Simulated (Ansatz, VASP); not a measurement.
One calculation of NbP, two programs

```
CELL_PARAMETERS angstrom
3.44193 0.00000 0.00000
-1.72097 2.98080 0.00000
0.00000 0.00000 7.67504
ATOMIC_POSITIONS crystal
Nb 0.33333 0.66667 0.03050
Nb 0.66667 0.33333 0.53050
P 0.33333 0.66667 0.34550
P 0.66667 0.33333 0.84550
```

Alike in both runs: functional PBE; k mesh 12 × 12 × 7; occupations fermi-dirac, width 0.03 eV; no spin polarisation.

Ansatz relaxed the structure, and its values are those at the end. VASP's run is a single point on that final structure, the one shown.

|  | VASP | Ansatz |
| --- | --- | --- |
| version | VASP 6.6.1 | Ansatz 0.2.0 |
| potentials or method | VASP PAW PBE potentials, release 64 (Nb_sv, P) | PAW with Ansatz's default frozen-core files, scalar-relativistic |
| plane-wave cutoff (eV) | 520 | 420 |
| valence electrons in the cell | 36 | 36 |

```csv
,VASP,Ansatz,Ansatz less VASP
pressure (GPa),-0.3,0.0,+0.27
rms of the force components (eV/Å),0.006,0.000,-0.0061
```
